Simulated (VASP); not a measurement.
A run of VASP 6.6.1:

INCAR

```
PREC = Accurate
ENCUT = 520
EDIFF = 1E-7
ISMEAR = 0
SIGMA = 0.1
LREAL = False
LASPH = True
NELM = 80
ALGO = Normal
ISIF = 2
LWAVE = False
LCHARG = True
GGA = PE
LELF = True
LVHAR = True
NBANDS = 21
```

The input KPOINTS:

```
Automatic mesh
0
Gamma
  8 8 8
```

The input POSCAR:

```
AlB2P3
1.0
   -1.7513075000      1.7513075000      7.4301684400
    1.7513075000     -1.7513075000      7.4301684400
    1.7513075000      1.7513075000     -7.4301684400
Al B P
1 2 3
Direct
    0.5000000000      0.5000000000      0.0000000000
    0.8333333300      0.8333333300      0.0000000000
    0.1666666700      0.1666666700      0.0000000000
    0.4166666700      0.9166666700      0.5000000000
    0.0833333300      0.5833333300      0.5000000000
    0.7500000000      0.2500000000      0.5000000000
```

Potentials or basis: VASP PAW PBE potentials, release 64 (Al, B, P).

Run with:

```sh
$ cat potpaw_PBE.64/Al/POTCAR potpaw_PBE.64/B/POTCAR potpaw_PBE.64/P/POTCAR > POTCAR
$ mpirun -np 1 vasp_std > vasp.out
```

Hardware: 1 thread of Intel(R) Xeon(R) Platinum 8259CL CPU @ 2.50GHz (Skylake/Cascade Lake) (shared host).

Task: Estimate the wall time of this run.

Result: It took 8.4 min on 1 thread of Intel(R) Xeon(R) Platinum 8259CL CPU @ 2.50GHz (Skylake/Cascade Lake), with other jobs on the host, peak memory 0.52 GiB. Counts: scf iterations 16, k points 59.
